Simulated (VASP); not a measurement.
Input of a VASP 6.6.1 run:

File INCAR:

```
PREC     = Accurate       # precision mode
ENCUT    = 600            # plane-wave cutoff, eV
EDIFF    = 1E-6           # SCF threshold, eV
ISMEAR   = 0              # smearing method
SIGMA    = 0.1            # smearing width, eV
LREAL    = False          # projectors in reciprocal space
LASPH    = True           # aspherical terms in the spheres
NELM     = 120            # most SCF steps
ALGO     = Normal         # electronic algorithm
ISIF     = 2              # what is computed and relaxed
LWAVE    = False          # write WAVECAR
LCHARG   = False          # write CHGCAR
GGA      = RE             # functional
NBANDS   = 11             # bands
GGA_COMPAT= False
```

The input KPOINTS:

```
regular mesh
0
Gamma
  12 12 12
```

POSCAR

```
BN
1.0
    0.0000000000      1.8130010000      1.8130010000
    1.8130010000      0.0000000000      1.8130010000
    1.8130010000      1.8130010000      0.0000000000
B N
1 1
Direct
    0.0000000000      0.0000000000      0.0000000000
    0.7500000000      0.7500000000      0.7500000000
```

Potentials or basis: VASP PAW PBE potentials, release 64 (B, N).

Run with:

```bash
$ cat potpaw_PBE.64/B/POTCAR potpaw_PBE.64/N/POTCAR > POTCAR
$ mpirun -np 1 vasp_std > vasp.out
```

(1) What does it give for the pressure?

(2) What does it give for the band gap on the k mesh?

Answers

(1) 4.1 GPa.

(2) 4.47 eV, indirect (least direct gap 8.82 eV).

Caveat: the PAW data sets were made with another functional, which shifts forces and pressure a little.
